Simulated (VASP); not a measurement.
AlCd2:

```
Al Cd
1.0
     3.27104    0.00000    0.00000
    -1.63552    2.83281    0.00000
     0.00000    0.00000   12.72302
Al Cd
2 4
Direct
  0.33333 0.66667 0.25000
  0.66667 0.33333 0.75000
  0.33333 0.66667 0.62750
  0.66667 0.33333 0.12750
  0.33333 0.66667 0.87250
  0.66667 0.33333 0.37250
```

- Program: VASP 6.6.1
- Task: relaxation of cell and atoms
- Functional: PBE
- Potentials or basis: VASP PAW PBE potentials, release 64 (Al, Cd)
- Cutoff: 600 eV
- k mesh: 6 × 6 × 2
- Occupations: gaussian, width 0.1 eV
- Spin: no spin polarisation

At the start: pressure 25.1 GPa; volume 19.65 Å³/atom.

Question: Where does the relaxation end?

Answer: Over 16 steps the energy falls by 893.2 meV/atom and the volume is 21.31 Å³/atom (+8.5 %); space group P6_3/mmc (No. 194, to 0.1 Å) before and after.

Step by step:
| step | energy change (eV) | largest force (eV/Å) | pressure (GPa) | volume (Å³) |
| --- | --- | --- | --- | --- |
| 1 | 0.0000 | 4.2420 | 25.13 | 117.89 |
| 2 | -3.4816 | 0.4879 | -4.22 | 178.63 |
| 3 | -3.6619 | 0.9945 | -2.04 | 161.27 |
| 4 | -4.0724 | 0.8463 | -2.21 | 156.05 |
| 5 | -4.8044 | 0.4402 | -2.00 | 140.07 |
| 6 | -3.7388 | 0.6575 | 18.25 | 107.58 |
| 7 | -5.1702 | 0.3884 | -1.53 | 133.85 |
| 8 | -5.2636 | 0.1286 | 3.16 | 120.70 |
| 9 | -5.3461 | 0.0044 | 0.50 | 126.54 |
| 10 | -5.3491 | 0.0159 | 0.85 | 125.57 |
| 11 | -5.3473 | 0.0267 | 1.11 | 124.84 |
| 12 | -5.3472 | 0.0886 | -0.63 | 129.19 |
| 13 | -5.3560 | 0.0580 | 0.21 | 126.97 |
| 14 | -5.3578 | 0.0518 | -0.03 | 127.64 |
| 15 | -5.3578 | 0.0501 | -0.09 | 127.82 |
| 16 | -5.3595 | 0.0341 | -0.04 | 127.86 |

Final structure:
```
Al Cd
1.0
     3.02564    0.00000    0.00000
    -1.51282    2.62028    0.00000
     0.00000    0.00000   16.12766
Al Cd
2 4
Direct
  0.33333 0.66667 0.25000
  0.66667 0.33333 0.75000
  0.33333 0.66667 0.59022
  0.66667 0.33333 0.09022
  0.33333 0.66667 0.90978
  0.66667 0.33333 0.40978
```

Caveat: the k points lie up to 0.40 Å⁻¹ apart in the final cell, too coarse for converged energies and pressures of a metal; a cell axis changed by over 15 % at a fixed basis, so the end point is rough.
